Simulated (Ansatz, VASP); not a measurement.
**PbS: VASP beside Ansatz**

```xyz
2
Lattice="0.0000 2.9451 2.9451 2.9451 0.0000 2.9451 2.9451 2.9451 0.0000" Properties=species:S:1:pos:R:3 pbc="T T T"
Pb    0.0000    0.0000    0.0000
S     2.9451    2.9451    2.9451
```

Alike in both runs: task single point; functional PBEsol; k mesh 8 × 8 × 8; occupations fermi-dirac, width 0.06 eV; no spin polarisation.

|  | VASP | Ansatz |
| --- | --- | --- |
| version | VASP 6.6.1 | Ansatz 0.2 development build |
| potentials or method | VASP PAW PBE potentials, release 64 (Pb_d, S), cutoff 520 eV | all-electron full-potential LAPW, scalar-relativistic |

```tsv
	VASP	Ansatz	Ansatz less VASP
pressure (GPa)	0.3	0.4	+0.06
```

VASP's potentials were made for PBE, not for PBEsol. Ansatz ran all-electron here, and VASP with PAW potentials.

Neither program's run includes spin-orbit coupling.
